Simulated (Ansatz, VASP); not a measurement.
**One calculation of NaCl, two programs**

The input INCAR:

```
SYSTEM = NaCl
  ALGO = Normal
  EDIFF = 1E-6
  ENCUT = 500
  GGA = PE
  GGA_COMPAT = .False.
  ISIF = 2
  ISMEAR = 0
  ISPIN = 2
  LASPH = .True.
  LCHARG = .True.
  LDAU = .True.
  LDAUJ = 0 0
  LDAUL = -1 1
  LDAUPRINT = 1
  LDAUTYPE = 2
  LDAUU = 0 3
  LELF = .True.
  LORBIT = 11
  LREAL = .False.
  LVHAR = .True.
  LWAVE = .False.
  MAGMOM = 0 -5
  NBANDS = 18
  NELM = 200
  PREC = Accurate
  SIGMA = 0.1
```

The input KPOINTS:

```
k-points
0
Gamma
  2 2 2
  0 0 0
```

File POSCAR:

```
NaCl
1.0
    3.4579803856     -0.0130727160     -0.0063963744
   -0.0130727160      3.5051049976     -0.0144029123
   -0.0063963744     -0.0144029123      3.4790078306
Na Cl
1 1
Direct
    0.0000000000      0.0000000000      0.0000000000
    0.5000000000      0.5000000000      0.5000000000
```

Input for Ansatz:

```yaml
crystal:
  lattice:
    - [3.4579803856, -0.013072716, -0.0063963744]
    - [-0.013072716, 3.5051049976, -0.0144029123]
    - [-0.0063963744, -0.0144029123, 3.4790078306]
  atoms:
    - { symbol: Na, position: [0.0, 0.0, 0.0] }
    - { symbol: Cl, position: [0.5, 0.5, 0.5], spin: -5.0 }
basis: {}
kpoints:
  mp_grid: { grid: [2, 2, 2] }
hamiltonian:
  xc: pbe
  hubbard: { sites: [{ species: Cl, l: p, u_eff: 3.0 }] }
scf:
  occupations: { method: gaussian, width: 0.1 }
  lower_state_search: "off"
  max_iter: 85
output:
  forces: true
  stress: true
  eigenvalues: true
  populations: true
magnetization:
  spin_polarized: true
```

Alike in both runs: task single point; functional PBE; k mesh 2 × 2 × 2; occupations gaussian, width 0.1 eV; collinear spin; Hubbard terms Cl p U = 3.0 eV.

|  | VASP | Ansatz |
| --- | --- | --- |
| version | VASP 6.6.1 | Ansatz 0.2.0 |
| potentials or method | VASP PAW PBE potentials, release 64 (Na_pv, Cl) | scalar-relativistic, plane waves, PAW |
| plane-wave cutoff (eV) | 500 | 420 |
| valence electrons in the cell | 14 | 16 |

|  | VASP | Ansatz | Ansatz less VASP |
| --- | --- | --- | --- |
| gap on the k mesh at the Fermi level (eV) | 4.01 | 5.12 | +1.115 |
| least direct gap on the mesh (eV) | 4.50 | 5.63 | +1.131 |
| pressure (GPa) | 4.0 | 4.4 | +0.33 |
| traceless stress, the component that is largest in VASP (GPa) | -0.72 | -0.75 | -0.027 |
| net moment per atom (μB) | 0.00 | 0.00 | 0.000 |

The programs project onto different local orbitals, so the same U acts differently, and such runs can settle in different states. VASP's potentials hold 14 valence electrons a cell and Ansatz's 16, so a difference there can come from the potentials and not from the codes. Ansatz's warnings: seeded moment not kept.

The k mesh is coarse, so the values compare programs but aren't converged.
